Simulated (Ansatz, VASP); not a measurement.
**Nb in VASP and in Ansatz**

```xyz
4
Lattice="4.4726 0.0000 0.0000 -2.2363 3.8734 0.0000 0.0000 0.0000 4.8137" Properties=species:S:1:pos:R:3 pbc="T T T"
Nb    0.0000    0.0000    1.2034
Nb    0.0000    0.0000    3.6103
Nb    0.0000    2.5823    3.6103
Nb    2.2363    1.2911    1.2034
```

Alike in both runs: functional PBEsol; k mesh 12 × 12 × 10; occupations gaussian, width 0.1 eV; no spin polarisation.

Ansatz relaxed the structure, and its values are those at the end. VASP's run is a single point on that final structure, the one shown.

|  | VASP | Ansatz |
| --- | --- | --- |
| version | VASP 6.6.1 | Ansatz 0.2.0 |
| potentials or method | VASP PAW PBE potentials, release 64 (Nb_sv), cutoff 520 eV | scalar-relativistic, plane waves, PAW |
| valence electrons in the cell | 52 | 52 |

|  | VASP | Ansatz | Ansatz less VASP |
| --- | --- | --- | --- |
| gap on the k mesh at the Fermi level (eV) | none | none | - |
| pressure (GPa) | -0.1 | 0.0 | +0.08 |

VASP's potentials were made for PBE, not for PBEsol. A gap of «none» marks a metal or a gap that the smearing closes. With one functional, cell and mesh, what is left measures potentials, basis and numerics.
